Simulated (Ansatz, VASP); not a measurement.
## Zr: VASP beside Ansatz

```xyz
2
Lattice="0.0000 3.0271 3.0271 3.0271 0.0000 3.0271 3.0271 3.0271 0.0000" Properties=species:S:1:pos:R:3 pbc="T T T"
Zr    0.7568    0.7568    0.7568
Zr    5.2974    5.2974    5.2974
```

Alike in both runs: task single point; functional LDA; k mesh 10 × 10 × 10; occupations fermi-dirac, width 0.1 eV; no spin polarisation.

|  | VASP | Ansatz |
| --- | --- | --- |
| version | VASP 6.6.1 | Ansatz 0.2.0 |
| potentials or method | VASP PAW LDA potentials, release 64 (Zr_sv), cutoff 520 eV | plane waves (420 eV) with PAW, scalar-relativistic |
| valence electrons in the cell | 24 | 24 |

Ansatz gave:

- pressure (GPa): 0.0

Problem. What did VASP give for the same quantities?

Solution. Pressure (GPa): 0.1.

Ansatz warns that its potentials were made for another functional, while VASP's fit it. LDA's correlation is that of Perdew and Zunger in VASP and of Perdew and Wang (1992) in Ansatz.
